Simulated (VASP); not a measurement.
# Ir (P6_3/mmc) in VASP: further runs

The runs below take Ir through single point, with LDA, BLYP.

Everything below comes from runs of VASP 6.6.1. Logs are shortened: lines on timing, memory, paths and dates and some standing lists are left out, and cuts for length are marked.

**1. The cell of the first run**

The structure is hexagonal, space group P6_3/mmc (No. 194). The conventional cell has a = 2.751 Å, b = 2.751 Å, c = 4.462 Å, α = 90.00°, β = 90.00°, γ = 120.00°. Ir (site symmetry -6m2) has 12 Ir at 2.74 to 2.75 Å within 3.6 Å.

**2. Single point, LDA**

INCAR reads:

```
ALGO = Normal
EDIFF = 1E-7
ENCUT = 520
ISIF = 2
ISMEAR = 1
LASPH = True
LCHARG = True
LELF = True
LREAL = False
LVHAR = True
LWAVE = False
NBANDS = 16
NELM = 100
PREC = Accurate
SIGMA = 0.05
```

KPOINTS reads:

```
k-points
0
Gamma
  14 14 8
```

POSCAR reads:

```
Ir
1.0
    2.7513778900      0.0000000000      0.0000000000
   -1.3756889500      2.3827631500      0.0000000000
    0.0000000000      0.0000000000      4.4622900000
Ir
2
Direct
    0.6666666700      0.3333333300      0.7500000000
    0.3333333300      0.6666666700      0.2500000000
```

Potentials or basis: VASP PAW LDA potentials, release 64 (Ir).

Started as:

```console
cat potpaw_LDA.64/Ir/POTCAR > POTCAR
mpirun -np 1 vasp_std > vasp.out
```

OUTCAR:

```text
EDIFF = 1E-7
   ENCUT = 520
   ISIF = 2
   ISMEAR = 1
   LASPH = True
   LREAL = False
   NELM = 100
   PREC = Accurate

 ion  position               nearest neighbor table
   1  0.667  0.333  0.750-   2 2.74   2 2.74   2 2.74   2 2.74   2 2.74   2 2.74
   2  0.333  0.667  0.250-   1 2.74   1 2.74   1 2.74   1 2.74   1 2.74   1 2.74

  LATTYP: Found a hexagonal cell.
 ALAT       =     2.7513778900
 C/A-ratio  =     1.6218382855

  Lattice vectors:

 A1 = (   2.7513778900,   0.0000000000,   0.0000000000)
 A2 = (  -1.3756889500,   2.3827631500,   0.0000000000)
 A3 = (   0.0000000000,   0.0000000000,   4.4622900000)

Analysis of symmetry for initial positions (statically):
=====================================================================
 Subroutine PRICEL returns:
 Original cell was already a primitive cell.

 Routine SETGRP: Setting up the symmetry group for a
 hexagonal supercell.

 Subroutine GETGRP returns: Found 24 space group operations
 (whereof 12 operations were pure point group operations)
 out of a pool of 24 trial point group operations.

The static configuration has the point symmetry D_3d.
 The point group associated with its full space group is D_6h.

Analysis of symmetry for dynamics (positions and initial velocities):
=====================================================================
 Subroutine PRICEL returns:
 Original cell was already a primitive cell.

 Routine SETGRP: Setting up the symmetry group for a
 hexagonal supercell.

 Subroutine GETGRP returns: Found 24 space group operations
 (whereof 12 operations were pure point group operations)
 out of a pool of 24 trial point group operations.

The dynamic configuration has the point symmetry D_3d.
 The point group associated with its full space group is D_6h.

 Subroutine INISYM returns: Found 24 space group operations
 (whereof 12 operations are pure point group operations),
 and found     1 'primitive' translations

----------------------------------------------------------------------------------------

                                     Primitive cell

  volume of cell :      29.2542

  direct lattice vectors                    reciprocal lattice vectors
     2.751377890  0.000000000  0.000000000     0.363454255  0.209840412  0.000000000
    -1.375688950  2.382763150  0.000000000     0.000000000  0.419680823  0.000000000
     0.000000000  0.000000000  4.462290000     0.000000000  0.000000000  0.224100182

  length of vectors
     2.751377890  2.751377894  4.462290000     0.419680824  0.419680823  0.224100182

  position of ions in fractional coordinates (direct lattice)
     0.666666670  0.333333330  0.750000000
     0.333333330  0.666666670  0.250000000

  ion indices of the primitive-cell ions
   primitive index   ion index
                 1           1
                 2           2

----------------------------------------------------------------------------------------

 KPOINTS: k-points

Automatic generation of k-mesh.
 Grid dimensions read from file:
 generate k-points for:   14   14    8

 Generating k-lattice:

  Cartesian coordinates                     Fractional coordinates (reciprocal lattice)
     0.025961018  0.014988601  0.000000000     0.071428571  0.000000000  0.000000000
     0.000000000  0.029977202  0.000000000     0.000000000  0.071428571  0.000000000
     0.000000000  0.000000000  0.028012523     0.000000000  0.000000000  0.125000000

  Length of vectors
     0.029977202  0.029977202  0.028012523

  Shift w.r.t. Gamma in fractional coordinates (k-lattice)
     0.000000000  0.000000000  0.000000000

 Subroutine IBZKPT returns following result:
 ===========================================

 Found    120 irreducible k-points:

 Following reciprocal coordinates:
            Coordinates               Weight
  0.000000  0.000000  0.000000      1.000000
  0.071429  0.000000  0.000000      6.000000
  0.142857  0.000000  0.000000      6.000000
  0.214286  0.000000  0.000000      6.000000
  0.285714  0.000000  0.000000      6.000000
  0.357143 -0.000000  0.000000      6.000000
[... 16 lines left out ...]
  0.285714  0.285714  0.000000      6.000000
  0.357143  0.285714  0.000000      6.000000
 [... further k-points ...]
   k-points           NKPTS =    120   k-points in BZ     NKDIM =    120   number of bands    NBANDS=     16
   number of dos      NEDOS =    301   number of ions     NIONS =      2
   total plane-waves  NPLWV =  14400
   dimension x,y,z NGX =    20 NGY =   20 NGZ =   36
   dimension x,y,z NGXF=    40 NGYF=   40 NGZF=   72
   ions per type =               2
   NGX,Y,Z   is equivalent  to a cutoff of  12.08, 12.08, 13.41 a.u.
   NGXF,Y,Z  is equivalent  to a cutoff of  24.17, 24.17, 26.82 a.u.
 SYSTEM =  unknown system
   PREC   = accura    normal or accurate (medium, high low for compatibility)
   ISTART =      0    job   : 0-new  1-cont  2-samecut
   ICHARG =      2    charge: 1-file 2-atom 10-const
   ISPIN  =      1    spin polarized calculation?
   LNONCOLLINEAR =      F non collinear calculations
   LSORBIT =      F    spin-orbit coupling
   LASPH  =      T    aspherical Exc in radial PAW
   ENCUT  =  520.0 eV  38.22 Ry    6.18 a.u.   5.12  5.12  8.30*2*pi/ulx,y,z
   NELM   =    100;   NELMIN=  2; NELMDL= -5     # of ELM steps
   EDIFF  = 0.1E-06   stopping-criterion for ELM
   LREAL  =      F    real-space projection
   EDIFFG = 0.1E-05   stopping-criterion for IOM
   NSW    =      0    number of steps for IOM
   IBRION =     -1    ionic relax: 0-MD 1-quasi-New 2-CG
   NFREE  =      0    steps in history (QN), initial steepest desc. (CG)
   ISIF   =      2    stress and relaxation
   ISYM   =      2    0-nonsym 1-usesym 2-fastsym
   POTIM  = 0.5000    time-step for ionic-motion
   TEBEG  =    0.0;   TEEND  =   0.0 temperature during run
   PSTRESS=    0.0 pullay stress
   NELECT =      18.0000    total number of electrons
   NUPDOWN=      -1.0000    fix difference up-down
   EMIN   =  10.00;   EMAX   =-10.00  energy-range for DOS
   EFERMI =   0.00;   METHOD = LEGACY
   ISMEAR =     1;   SIGMA  =   0.05  broadening in eV -4-tet -1-fermi 0-gaus
   EFERMI_NEDOS =   21; number of points for ismear=-14 and -15
   IALGO  =     38    algorithm
   IMIX   =      4    mixing-type and parameters
     AMIX     =   0.40;   BMIX     =  1.00
     AMIX_MAG =   1.60;   BMIX_MAG =  1.00
  volume/ion in A,a.u.               =      14.63        98.71
  Fermi-wavevector in a.u.,A,eV,Ry     =   1.392417  2.631287 26.379323  1.938826
  Thomas-Fermi vector in A             =   2.516162
   LORBIT       =      0    0 simple, 1 ext, 2 COOP (PROOUT), +10 PAW based schemes
   GGA     = CA    functional components
   LHFCALC =     F    Hartree Fock is set to
   AEXX    =    0.0000 exact exchange contribution
   IVDW    =     0    specifies the selected vdW correction
   LEPSILON=     F    determine dielectric tensor
   LRPA    =     F    only Hartree local field effects (RPA)
 non-spin polarized calculation
 Methfessel and Paxton  Order N= 1 SIGMA  =   0.05
  energy-cutoff  :      520.00
  volume of cell :       29.25
 maximum number of plane-waves:       796
   NGX = 11   NGY = 11   NGZ = 17

 number of electron      18.0000000 magnetization

 Free energy of the ion-electron system (eV)
  ---------------------------------------------------
  ext. energy  EPLUGINS =         0.00000000
  ---------------------------------------------------
  free energy    TOTEN  =       -20.42476608 eV

  energy without entropy =      -20.42473605  energy(sigma->0) =      -20.42475607

 E-fermi :   9.8513     XC(G=0): -13.9464

 val. band max:        9.8450149556   @ k =   0.2857   0.0714   0.0000
 cond. band min:       9.8631051973   @ k =   0.2857   0.0714   0.3750
 fundamental gap:      0.0180902417
 Fermi energy:         9.8513362311

 k-point     1 :       0.0000    0.0000    0.0000
  band No.  band energies     occupation
      1      -1.0207      2.00000
      2       1.9910      2.00000
      3       6.0618      2.00000
      4       6.1707      2.00000
      5       6.1707      2.00000
      6       6.7968      2.00000
[... 8 lines left out ...]
     15      26.2752      0.00000
     16      27.2872      0.00000

 k-point     2 :       0.0714    0.0000    0.0000
  band No.  band energies     occupation
      1      -0.8274      2.00000
      2       2.1629      2.00000
      3       5.7607      2.00000
      4       6.3319      2.00000
      5       6.4320      2.00000
      6       6.6965      2.00000
[... 8 lines left out ...]
     15      26.5286      0.00000
     16      27.5768      0.00000

 k-point     3 :       0.1429    0.0000    0.0000
  band No.  band energies     occupation
      1      -0.2727      2.00000
      2       2.6196      2.00000
      3       5.3558      2.00000
      4       6.3789      2.00000
      5       6.4346      2.00000
      6       6.8039      2.00000
[... 8 lines left out ...]
     15      27.0867      0.00000
     16      27.5526      0.00000

 k-point     4 :       0.2143    0.0000    0.0000
  band No.  band energies     occupation
      1       0.5573      2.00000
      2       3.1096      2.00000
      3       5.0953      2.00000
      4       5.3662      2.00000
      5       6.0981      2.00000
      6       6.7782      2.00000
[... 8 lines left out ...]
     15      26.4635      0.00000
     16      26.5098      0.00000
[... 324 lines left out ...]
 k-point    22 :       0.3571    0.2143    0.0000
  band No.  band energies     occupation
      1       3.3391      2.00000
      2       3.6475      2.00000
      3       3.7483      2.00000
      4       5.3545      2.00000
      5       5.6393      2.00000
      6       6.1900      2.00000
[... 8 lines left out ...]
     15      21.7486      0.00000
     16      23.0607      0.00000

 k-point    23 :       0.2857    0.2857    0.0000
  band No.  band energies     occupation
      1       3.3672      2.00000
      2       3.8610      2.00000
      3       4.2774      2.00000
      4       4.8222      2.00000
      5       5.5933      2.00000
      6       6.1487      2.00000
[... 8 lines left out ...]
     15      22.1324      0.00000
     16      23.9774      0.00000

 k-point    24 :       0.3571    0.2857    0.0000
  band No.  band energies     occupation
      1       3.3142      2.00000
      2       4.0771      2.00000
      3       4.1866      2.00000
      4       5.0247      2.00000
      5       5.6940      2.00000
      6       5.9332      2.00000
[... 8 lines left out ...]
     15      22.9493      0.00000
     16      23.1484      0.00000

 [... further k-points ...]

------------------------ aborting loop because EDIFF is reached ----------------------------------------

  FORCE on cell =-STRESS in cart. coord.  units (eV):
  Direction    XX          YY          ZZ          XY          YZ          ZX
  --------------------------------------------------------------------------------------
  -------------------------------------------------------------------------------------
  Total       -2.8823808     -2.8823808     -2.9531499      0.0000000      0.0000000      0.0000000
  in kB     -157.8603383   -157.8603386   -161.7361715      0.0000003      0.0000000      0.0000000
  external PRESSURE =    -159.1522828 kB  Pullay stress =       0.0000000 kB

 VOLUME and BASIS-vectors are now :
 -----------------------------------------------------------------------------
  energy-cutoff  :      520.00
  volume of cell :       29.25
      direct lattice vectors                 reciprocal lattice vectors
     2.751377890  0.000000000  0.000000000     0.363454255  0.209840412  0.000000000
    -1.375688950  2.382763150  0.000000000     0.000000000  0.419680823  0.000000000
     0.000000000  0.000000000  4.462290000     0.000000000  0.000000000  0.224100182

 POSITION                                       TOTAL-FORCE (eV/Angst)
 -----------------------------------------------------------------------------------
      1.37569      0.79425      3.34672         0.000000     -0.000000      0.000000
     -0.00000      1.58851      1.11557        -0.000000      0.000000      0.000000
 -----------------------------------------------------------------------------------
    total drift:                               -0.000000      0.000000     -0.000000

  FREE ENERGIE OF THE ION-ELECTRON SYSTEM (eV)
  ---------------------------------------------------
  free  energy   TOTEN  =       -20.4247660762 eV

  energy  without entropy=      -20.4247360494  energy(sigma->0) =      -20.42475607
```

Wall time 67 s (1 thread of AMD EPYC 7R13, shared host); peak memory 0.14 GiB.

What came out:

- Free energy: -20.4248 eV
- Pressure: -15.9 GPa
- Band gap on the k mesh: zero (band 9 reaches 10.76 eV, above the bottom of band 10 at 7.61 eV)

Stress tensor (GPa, compression positive):
```
-15.79   0.00   0.00
  0.00 -15.79   0.00
  0.00   0.00 -16.17
```

Levels at points of the mesh, in eV from the Fermi level:
```tsv
k point	band 7	band 8	band 9	band 10	band 11	band 12
(0.00, 0.00, 0.00)	-3.05	-2.29	-2.29	-0.70	0.25	0.25
(0.50, 0.00, 0.00)	-2.87	0.67	0.91	1.06	2.85	4.26
(0.00, 0.00, 0.50)	-3.80	-3.80	-0.47	-0.47	-0.47	-0.47
(0.50, 0.00, 0.50)	-0.90	-0.90	0.90	0.90	1.98	1.98
```

Caveat: spin-orbit coupling is left out, which moves the levels of the heavy elements.

**3. Single point, BLYP**

INCAR reads:

```
  PREC = Accurate
  ENCUT = 520
  EDIFF = 1E-6
  ISMEAR = 1
  SIGMA = 0.05
  LREAL = F
  LASPH = T
  NELM = 100
  ALGO = Normal
  ISIF = 2
  LWAVE = F
  LCHARG = F
  GGA = B5
  ALDAX = 1.0
  AGGAX = 1.0
  AGGAC = 1.0
  ALDAC = 0.0
  NBANDS = 16
```

KPOINTS reads:

```
Automatic mesh
0
Gamma
  14 14 8
```

POSCAR is that of step 2.

Potentials or basis: VASP PAW PBE potentials, release 64 (Ir).

Started as:

```console
cat potpaw_PBE.64/Ir/POTCAR > POTCAR
mpirun -np 1 vasp_std > vasp.out
```

OUTCAR:

```text
PREC = Accurate
   ENCUT = 520
   EDIFF = 1E-6
   ISMEAR = 1
   LREAL = F
   LASPH = T
   NELM = 100
   ISIF = 2
   GGA = B5

 ion  position               nearest neighbor table
   1  0.667  0.333  0.750-   2 2.74   2 2.74   2 2.74   2 2.74   2 2.74   2 2.74
   2  0.333  0.667  0.250-   1 2.74   1 2.74   1 2.74   1 2.74   1 2.74   1 2.74

  LATTYP: Found a hexagonal cell.
 ALAT       =     2.7513778900
 C/A-ratio  =     1.6218382855

  Lattice vectors:

[... 642 lines left out ...]

 [... further k-points ...]

------------------------ aborting loop because EDIFF is reached ----------------------------------------

  FORCE on cell =-STRESS in cart. coord.  units (eV):
  Direction    XX          YY          ZZ          XY          YZ          ZX
  --------------------------------------------------------------------------------------
  -------------------------------------------------------------------------------------
  Total        3.2658312      3.2658312      3.2568741     -0.0000000     -0.0000000      0.0000000
  in kB      178.8608985    178.8608988    178.3703401     -0.0000004     -0.0000000      0.0000000
  external PRESSURE =     178.6973791 kB  Pullay stress =       0.0000000 kB

 VOLUME and BASIS-vectors are now :
 -----------------------------------------------------------------------------
  energy-cutoff  :      520.00
  volume of cell :       29.25
      direct lattice vectors                 reciprocal lattice vectors
     2.751377890  0.000000000  0.000000000     0.363454255  0.209840412  0.000000000
    -1.375688950  2.382763150  0.000000000     0.000000000  0.419680823  0.000000000
     0.000000000  0.000000000  4.462290000     0.000000000  0.000000000  0.224100182

 POSITION                                       TOTAL-FORCE (eV/Angst)
 -----------------------------------------------------------------------------------
      1.37569      0.79425      3.34672         0.000000     -0.000000      0.000000
     -0.00000      1.58851      1.11557        -0.000000      0.000000      0.000000
 -----------------------------------------------------------------------------------
    total drift:                               -0.000000      0.000000     -0.000000

  FREE ENERGIE OF THE ION-ELECTRON SYSTEM (eV)
  ---------------------------------------------------
  free  energy   TOTEN  =       -14.6661768020 eV

  energy  without entropy=      -14.6662683349  energy(sigma->0) =      -14.66620731
```

OSZICAR:

```text
N       E                     dE             d eps       ncg     rms          rms(c)
DAV:   1     0.146376131487E+03    0.14638E+03   -0.85604E+03  3840   0.113E+03
DAV:   2    -0.118254758030E+02   -0.15820E+03   -0.14201E+03  3840   0.307E+02
DAV:   3    -0.156340871145E+02   -0.38086E+01   -0.37503E+01  5320   0.566E+01
DAV:   4    -0.156775402309E+02   -0.43453E-01   -0.43447E-01  4424   0.514E+00
DAV:   5    -0.156788038577E+02   -0.12636E-02   -0.12636E-02  5384   0.909E-01    0.203E+01
DAV:   6    -0.148190033294E+02    0.85980E+00   -0.11128E+00  4808   0.136E+01    0.801E+00
DAV:   7    -0.146764916183E+02    0.14251E+00   -0.30155E-01  5176   0.667E+00    0.184E+00
DAV:   8    -0.146690649519E+02    0.74267E-02   -0.49400E-03  4376   0.605E-01    0.859E-01
DAV:   9    -0.146661583735E+02    0.29066E-02   -0.33192E-03  4944   0.716E-01    0.214E-02
DAV:  10    -0.146661701562E+02   -0.11783E-04   -0.22155E-05  5592   0.377E-02    0.145E-02
DAV:  11    -0.146661768108E+02   -0.66546E-05   -0.47292E-06  4728   0.198E-02    0.112E-03
DAV:  12    -0.146661768020E+02    0.87957E-08   -0.69330E-08  3048   0.243E-03
   1 F= -.14666177E+02 E0= -.14666207E+02  d E =0.915329E-04
```

stdout:

```text
POSCAR found type information on POSCAR Ir
 POSCAR found :  1 types and       2 ions
 scaLAPACK will be used
 -----------------------------------------------------------------------------
|                                                                             |
|                                                                             |
|     You enforced a specific xc type in the INCAR file but a different       |
|     I HOPE YOU KNOW WHAT YOU ARE DOING!                                     |
|                                                                             |
 -----------------------------------------------------------------------------

 LDA part: xc-table for (Slater(with rela. corr.)+VWN5), standard interpolation
 POSCAR, INCAR and KPOINTS ok, starting setup
 FFT: planning ... GRIDC
 FFT: planning ... GRID_SOFT
 FFT: planning ... GRID
 WAVECAR not read
 entering main loop
```

Run time: 82 s. Hardware: 1 thread of AMD EPYC 7R13, shared host; peak memory 0.14 GiB.

Results:

* Free energy: -14.6662 eV
* Pressure: 17.9 GPa
* Band gap on the k mesh: zero (band 9 reaches 11.44 eV, above the bottom of band 10 at 8.37 eV)

Caveat: the PAW data sets were made with another functional, which shifts forces and pressure a little; spin-orbit coupling is left out, which moves the levels of the heavy elements.
